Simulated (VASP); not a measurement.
Input of a VASP 6.6.1 run:

File INCAR:

```
SYSTEM = Sb
PREC     = Accurate       ! precision mode
ENCUT    = 520            ! plane-wave cutoff, eV
EDIFF    = 1E-6           ! SCF threshold, eV
ISMEAR   = -1             ! smearing method
SIGMA    = 0.05           ! smearing width, eV
LREAL    = .False.        ! projectors in reciprocal space
LASPH    = .True.         ! aspherical terms in the spheres
NELM     = 80             ! most SCF steps
ALGO     = Normal         ! electronic algorithm
ISIF     = 2              ! what is computed and relaxed
LWAVE    = .False.        ! write WAVECAR
LCHARG   = .False.        ! write CHGCAR
GGA      = PE             ! functional
NBANDS   = 8              ! bands
```

Contents of KPOINTS:

```
regular mesh
0
Gamma
  10 10 10
  0 0 0
```

POSCAR

```
Sb
1.0
   -1.9015809544      1.9015809544      1.9015809544
    1.9015809544     -1.9015809544      1.9015809544
    1.9015809544      1.9015809544     -1.9015809544
Sb
1
Direct
    0.0000000000      0.0000000000      0.0000000000
```

Potentials or basis: VASP PAW PBE potentials, release 64 (Sb).

Run with:

```bash
$ cat potpaw_PBE.64/Sb/POTCAR > POTCAR
$ mpirun -np 1 vasp_std > vasp.out
```

Q: Estimate the pressure.

A: -0.1 GPa.
